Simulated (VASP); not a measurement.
# Sn (Fm-3m) in VASP: single point with LDA

Aim: the single point of Sn with LDA.

All numbers are computed with VASP 6.6.1; they aren't measurements. Logs are shortened: lines on timing, memory, paths and dates and some standing lists are left out, and cuts for length are marked.

## (1) The cell of the first run

It takes space group Fm-3m (No. 225, cubic). Conventional cell: a = 7.698 Å, b = 7.698 Å, c = 7.698 Å, α = 90.00°, β = 90.00°, γ = 90.00°. Within 4.4 Å of Sn (site symmetry m-3m) lie 8 Sn at 3.33 Å. Within 4.4 Å of Sn (site symmetry -43m) lie 10 Sn at 3.33 to 3.85 Å.

This isn't the form of Sn at room conditions, which is tetragonal (white tin).

## (2) Single point, LDA

INCAR

```
  PREC = Accurate
  ENCUT = 500
  EDIFF = 1E-6
  ISMEAR = -1
  SIGMA = 0.3
  LREAL = False
  LASPH = True
  NELM = 120
  ALGO = Normal
  ISIF = 2
  LWAVE = False
  LCHARG = True
  LELF = True
  LVHAR = True
  NBANDS = 28
  GGA_COMPAT = False
```

KPOINTS

```
regular mesh
0
Gamma
  5 5 5
```

POSCAR

```
Sn
1.0
    0.0000000000      3.8490170000      3.8490170000
    3.8490170000      0.0000000000      3.8490170000
    3.8490170000      3.8490170000      0.0000000000
Sn
3
Direct
    0.0000000000      0.0000000000      0.0000000000
    0.2500000000      0.2500000000      0.2500000000
    0.7500000000      0.7500000000      0.7500000000
```

Potentials or basis: VASP PAW LDA potentials, release 64 (Sn_d).

Command:

```bash
$ cat potpaw_LDA.64/Sn_d/POTCAR > POTCAR
$ mpirun -np 1 vasp_std > vasp.out
```

OUTCAR:

```text
PREC = Accurate
   ENCUT = 500
   EDIFF = 1E-6
   ISMEAR = -1
   LREAL = False
   LASPH = True
   NELM = 120
   ISIF = 2

 ion  position               nearest neighbor table
   1  0.000  0.000  0.000-   3 3.33   3 3.33   3 3.33   2 3.33   3 3.33   2 3.33   2 3.33   2 3.33

   2  0.250  0.250  0.250-   1 3.33   1 3.33   1 3.33   1 3.33
   3  0.750  0.750  0.750-   1 3.33   1 3.33   1 3.33   1 3.33

  LATTYP: Found a face centered cubic cell.
 ALAT       =     7.6980340000

  Lattice vectors:

 A1 = (   0.0000000000,   3.8490170000,   3.8490170000)
 A2 = (   3.8490170000,   0.0000000000,   3.8490170000)
 A3 = (   3.8490170000,   3.8490170000,   0.0000000000)

Analysis of symmetry for initial positions (statically):
=====================================================================
 Subroutine PRICEL returns:
 Original cell was already a primitive cell.

 Routine SETGRP: Setting up the symmetry group for a
 face centered cubic supercell.

 Subroutine GETGRP returns: Found 48 space group operations
 (whereof 48 operations were pure point group operations)
 out of a pool of 48 trial point group operations.

The static configuration has the point symmetry O_h .

Analysis of symmetry for dynamics (positions and initial velocities):
=====================================================================
 Subroutine PRICEL returns:
 Original cell was already a primitive cell.

 Routine SETGRP: Setting up the symmetry group for a
 face centered cubic supercell.

 Subroutine GETGRP returns: Found 48 space group operations
 (whereof 48 operations were pure point group operations)
 out of a pool of 48 trial point group operations.

The dynamic configuration has the point symmetry O_h .

 Subroutine INISYM returns: Found 48 space group operations
 (whereof 48 operations are pure point group operations),
 and found     1 'primitive' translations

----------------------------------------------------------------------------------------

                                     Primitive cell

  volume of cell :     114.0458

  direct lattice vectors                    reciprocal lattice vectors
     0.000000000  3.849017000  3.849017000    -0.129903297  0.129903297  0.129903297
     3.849017000  0.000000000  3.849017000     0.129903297 -0.129903297  0.129903297
     3.849017000  3.849017000  0.000000000     0.129903297  0.129903297 -0.129903297

  length of vectors
     5.443332043  5.443332043  5.443332043     0.224999111  0.224999111  0.224999111

  position of ions in fractional coordinates (direct lattice)
     0.000000000  0.000000000  0.000000000
     0.250000000  0.250000000  0.250000000
     0.750000000  0.750000000  0.750000000

  ion indices of the primitive-cell ions
   primitive index   ion index
                 1           1
                 2           2
                 3           3

----------------------------------------------------------------------------------------

 KPOINTS: regular mesh

Automatic generation of k-mesh.
 Grid dimensions read from file:
 generate k-points for:    5    5    5

 Generating k-lattice:

  Cartesian coordinates                     Fractional coordinates (reciprocal lattice)
    -0.025980659  0.025980659  0.025980659     0.200000000  0.000000000  0.000000000
     0.025980659 -0.025980659  0.025980659     0.000000000  0.200000000  0.000000000
     0.025980659  0.025980659 -0.025980659     0.000000000  0.000000000  0.200000000

  Length of vectors
     0.044999822  0.044999822  0.044999822

  Shift w.r.t. Gamma in fractional coordinates (k-lattice)
     0.000000000  0.000000000  0.000000000

 Subroutine IBZKPT returns following result:
 ===========================================

 Found     10 irreducible k-points:

 Following reciprocal coordinates:
            Coordinates               Weight
  0.000000  0.000000  0.000000      1.000000
  0.200000  0.000000  0.000000      8.000000
  0.400000  0.000000  0.000000      8.000000
  0.200000  0.200000  0.000000      6.000000
  0.400000  0.200000  0.000000     24.000000
 -0.400000  0.200000  0.000000     24.000000
 -0.200000  0.200000  0.000000     12.000000
  0.400000  0.400000  0.000000      6.000000
 -0.400000  0.400000  0.000000     12.000000
 -0.400000  0.400000  0.200000     24.000000
   k-points           NKPTS =     10   k-points in BZ     NKDIM =     10   number of bands    NBANDS=     28
   number of dos      NEDOS =    301   number of ions     NIONS =      3
   total plane-waves  NPLWV =  64000
   dimension x,y,z NGX =    40 NGY =   40 NGZ =   40
   dimension x,y,z NGXF=    80 NGYF=   80 NGZF=   80
   ions per type =               3
   NGX,Y,Z   is equivalent  to a cutoff of  12.22, 12.22, 12.22 a.u.
   NGXF,Y,Z  is equivalent  to a cutoff of  24.43, 24.43, 24.43 a.u.
 SYSTEM =  unknown system
   PREC   = accura    normal or accurate (medium, high low for compatibility)
   ISTART =      0    job   : 0-new  1-cont  2-samecut
   ICHARG =      2    charge: 1-file 2-atom 10-const
   ISPIN  =      1    spin polarized calculation?
   LNONCOLLINEAR =      F non collinear calculations
   LSORBIT =      F    spin-orbit coupling
   LASPH  =      T    aspherical Exc in radial PAW
   ENCUT  =  500.0 eV  36.75 Ry    6.06 a.u.   9.92  9.92  9.92*2*pi/ulx,y,z
   NELM   =    120;   NELMIN=  2; NELMDL= -5     # of ELM steps
   EDIFF  = 0.1E-05   stopping-criterion for ELM
   LREAL  =      F    real-space projection
   EDIFFG = 0.1E-04   stopping-criterion for IOM
   NSW    =      0    number of steps for IOM
   IBRION =     -1    ionic relax: 0-MD 1-quasi-New 2-CG
   NFREE  =      0    steps in history (QN), initial steepest desc. (CG)
   ISIF   =      2    stress and relaxation
   ISYM   =      2    0-nonsym 1-usesym 2-fastsym
   POTIM  = 0.5000    time-step for ionic-motion
   TEBEG  =    0.0;   TEEND  =   0.0 temperature during run
   PSTRESS=    0.0 pullay stress
   NELECT =      42.0000    total number of electrons
   NUPDOWN=      -1.0000    fix difference up-down
   EMIN   =  10.00;   EMAX   =-10.00  energy-range for DOS
   EFERMI =   0.00;   METHOD = LEGACY
   ISMEAR =    -1;   SIGMA  =   0.30  broadening in eV -4-tet -1-fermi 0-gaus
   EFERMI_NEDOS =   21; number of points for ismear=-14 and -15
   IALGO  =     38    algorithm
   IMIX   =      4    mixing-type and parameters
     AMIX     =   0.40;   BMIX     =  1.00
     AMIX_MAG =   1.60;   BMIX_MAG =  1.00
  volume/ion in A,a.u.               =      38.02       256.54
  Fermi-wavevector in a.u.,A,eV,Ry     =   1.173450  2.217500 18.735032  1.376986
  Thomas-Fermi vector in A             =   2.309863
   LORBIT       =      0    0 simple, 1 ext, 2 COOP (PROOUT), +10 PAW based schemes
   GGA     = CA    functional components
   LHFCALC =     F    Hartree Fock is set to
   AEXX    =    0.0000 exact exchange contribution
   IVDW    =     0    specifies the selected vdW correction
   LEPSILON=     F    determine dielectric tensor
   LRPA    =     F    only Hartree local field effects (RPA)
 non-spin polarized calculation
  energy-cutoff  :      500.00
  volume of cell :      114.05
 maximum number of plane-waves:      2901
   NGX = 19   NGY = 19   NGZ = 19

 number of electron      41.9999979 magnetization

 Free energy of the ion-electron system (eV)
  ---------------------------------------------------
  ext. energy  EPLUGINS =         0.00000000
  ---------------------------------------------------
  free energy    TOTEN  =       -12.62477500 eV

  energy without entropy =      -12.03547993  energy(sigma->0) =      -12.33012746

 E-fermi :   4.3398     XC(G=0):  -8.9299

 val. band max:        4.0769532547   @ k =   0.4000   0.2000   0.0000
 cond. band min:       4.3518156465   @ k =  -0.4000   0.4000   0.0000
 fundamental gap:      0.2748623919
 Fermi energy:         4.3398231704

 k-point     1 :       0.0000    0.0000    0.0000
  band No.  band energies     occupation
      1     -17.0794      2.00000
      2     -17.0794      2.00000
      3     -17.0579      2.00000
      4     -17.0579      2.00000
      5     -17.0579      2.00000
      6     -17.0517      2.00000
[... 20 lines left out ...]
     27       7.2660      0.00012
     28       9.5352      0.00000

 k-point     2 :       0.2000    0.0000    0.0000
  band No.  band energies     occupation
      1     -17.0720      2.00000
      2     -17.0720      2.00000
      3     -17.0654      2.00000
      4     -17.0622      2.00000
      5     -17.0622      2.00000
      6     -17.0491      2.00000
[... 20 lines left out ...]
     27       7.2082      0.00014
     28      10.7332      0.00000

 k-point     3 :       0.4000    0.0000    0.0000
  band No.  band energies     occupation
      1     -17.0674      2.00000
      2     -17.0674      2.00000
      3     -17.0616      2.00000
      4     -17.0537      2.00000
      5     -17.0537      2.00000
      6     -17.0468      2.00000
[... 20 lines left out ...]
     27       8.8472      0.00000
     28      10.5974      0.00000

 k-point     4 :       0.2000    0.2000    0.0000
  band No.  band energies     occupation
      1     -17.0762      2.00000
      2     -17.0673      2.00000
      3     -17.0673      2.00000
      4     -17.0649      2.00000
      5     -17.0589      2.00000
      6     -17.0468      2.00000
[... 20 lines left out ...]
     27       8.0249      0.00001
     28       9.8802      0.00000

 k-point     5 :       0.4000    0.2000    0.0000
  band No.  band energies     occupation
      1     -17.0708      2.00000
      2     -17.0684      2.00000
      3     -17.0665      2.00000
      4     -17.0579      2.00000
      5     -17.0539      2.00000
      6     -17.0466      2.00000
[... 20 lines left out ...]
     27       8.5760      0.00000
     28      10.5127      0.00000

 k-point     6 :      -0.4000    0.2000    0.0000
  band No.  band energies     occupation
      1     -17.0676      2.00000
      2     -17.0672      2.00000
      3     -17.0596      2.00000
      4     -17.0553      2.00000
      5     -17.0512      2.00000
      6     -17.0506      2.00000
[... 20 lines left out ...]
     27       9.3310      0.00000
     28      10.4935      0.00000

 k-point     7 :      -0.2000    0.2000    0.0000
  band No.  band energies     occupation
      1     -17.0710      2.00000
      2     -17.0675      2.00000
      3     -17.0619      2.00000
      4     -17.0595      2.00000
      5     -17.0568      2.00000
      6     -17.0532      2.00000
[... 20 lines left out ...]
     27       8.9006      0.00000
     28      10.3135      0.00000

 k-point     8 :       0.4000    0.4000    0.0000
  band No.  band energies     occupation
      1     -17.0713      2.00000
      2     -17.0713      2.00000
      3     -17.0709      2.00000
      4     -17.0636      2.00000
      5     -17.0518      2.00000
      6     -17.0451      2.00000
[... 20 lines left out ...]
     27       8.9605      0.00000
     28      10.5085      0.00000

 k-point     9 :      -0.4000    0.4000    0.0000
  band No.  band energies     occupation
      1     -17.0715      2.00000
      2     -17.0665      2.00000
      3     -17.0628      2.00000
      4     -17.0610      2.00000
      5     -17.0591      2.00000
      6     -17.0497      2.00000
[... 20 lines left out ...]
     27       8.8617      0.00000
     28      10.7531      0.00000

 k-point    10 :      -0.4000    0.4000    0.2000
  band No.  band energies     occupation
      1     -17.0687      2.00000
      2     -17.0674      2.00000
      3     -17.0603      2.00000
      4     -17.0593      2.00000
      5     -17.0564      2.00000
      6     -17.0507      2.00000
[... 20 lines left out ...]
     27       9.2987      0.00000
     28      10.6204      0.00000

------------------------ aborting loop because EDIFF is reached ----------------------------------------

  FORCE on cell =-STRESS in cart. coord.  units (eV):
  Direction    XX          YY          ZZ          XY          YZ          ZX
  --------------------------------------------------------------------------------------
  -------------------------------------------------------------------------------------
  Total       -4.4698438     -4.4698438     -4.4698438      0.0000000      0.0000000     -0.0000000
  in kB      -62.7947656    -62.7947656    -62.7947656      0.0000000      0.0000000     -0.0000000
  external PRESSURE =     -62.7947656 kB  Pullay stress =       0.0000000 kB

 VOLUME and BASIS-vectors are now :
 -----------------------------------------------------------------------------
  energy-cutoff  :      500.00
  volume of cell :      114.05
      direct lattice vectors                 reciprocal lattice vectors
     0.000000000  3.849017000  3.849017000    -0.129903297  0.129903297  0.129903297
     3.849017000  0.000000000  3.849017000     0.129903297 -0.129903297  0.129903297
     3.849017000  3.849017000  0.000000000     0.129903297  0.129903297 -0.129903297

 POSITION                                       TOTAL-FORCE (eV/Angst)
 -----------------------------------------------------------------------------------
      0.00000      0.00000      0.00000        -0.000000     -0.000000     -0.000000
      1.92451      1.92451      1.92451        -0.000000     -0.000000      0.000000
      5.77353      5.77353      5.77353         0.000000      0.000000     -0.000000
 -----------------------------------------------------------------------------------
    total drift:                               -0.000000     -0.000000      0.000000

  FREE ENERGIE OF THE ION-ELECTRON SYSTEM (eV)
  ---------------------------------------------------
  free  energy   TOTEN  =       -12.6247749970 eV

  energy  without entropy=      -12.0354799322  energy(sigma->0) =      -12.33012746
```

Wall time 29 s (1 thread of Intel Xeon 8259CL, shared host); peak memory 0.19 GiB.

Results:

```yaml
Free_energy: -12.6248 eV
Pressure: -6.3 GPa
Band_gap_on_the_k_mesh: zero (bands 21 and 22 overlap by 0.46 eV)
```

Caveat: the cell stands under tension; so wide a smearing shifts energies and pressures; spin-orbit coupling is left out, which moves the levels of the heavy elements.

The gap in the log of VASP goes by the Fermi energy; the results here count the filled bands.